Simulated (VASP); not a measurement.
**AlN: single point with r2SCAN**

Crystal: AlN.

```
CELL_PARAMETERS angstrom
3.04666 0.00000 0.00000
-1.52333 2.63849 0.00000
0.00000 0.00000 4.85855
ATOMIC_POSITIONS crystal
Al 0.33333 0.66667 0.99849
Al 0.66667 0.33333 0.49849
N 0.33333 0.66667 0.38151
N 0.66667 0.33333 0.88151
```

- Program: VASP 6.6.1
- Task: single point
- Functional: r2SCAN
- Potentials or basis: VASP PAW PBE potentials, release 64 (Al, N)
- Cutoff: 520 eV
- k mesh: 8 × 8 × 4
- Occupations: gaussian, width 0.01 eV
- Spin: no spin polarisation
- Dipole correction: no
- Further INCAR settings: ALGO = Normal; EDIFF = 1e-07; NBANDS = 16

```yaml
Pressure: 14.7 GPa
Band_gap_on_the_k_mesh: 5.48 eV, direct
```

Forces in eV/Å, atoms in the order of the input:
```
Al   0.000  0.000 -0.002
Al   0.000  0.000 -0.002
N    0.000  0.000  0.002
N    0.000  0.000  0.002
```

Levels at points of the mesh, in eV from the valence-band top:
| k point | band 5 | band 6 | band 7 | band 8 | band 9 | band 10 | band 11 | band 12 |
| --- | --- | --- | --- | --- | --- | --- | --- | --- |
| (0.00, 0.00, 0.00) | -0.99 | -0.30 | -0.30 | 0.00 | 5.48 | 8.05 | 12.17 | 12.43 |
| (0.50, 0.00, 0.00) | -3.58 | -2.29 | -1.89 | -0.77 | 6.60 | 6.74 | 9.59 | 11.71 |
| (0.00, 0.00, 0.50) | -0.65 | -0.65 | -0.65 | -0.65 | 7.80 | 7.80 | 11.86 | 11.86 |
| (0.50, 0.00, 0.50) | -1.62 | -1.62 | -1.47 | -1.47 | 6.21 | 6.21 | 10.52 | 10.52 |

Wall time 60 s on 1 thread of Intel(R) Xeon(R) Platinum 8375C CPU @ 2.90GHz (Ice Lake) (shared host), peak memory 0.16 GiB.

Caveat: the PAW data sets were made with another functional, which shifts forces and pressure a little. A k mesh can miss the band edges.
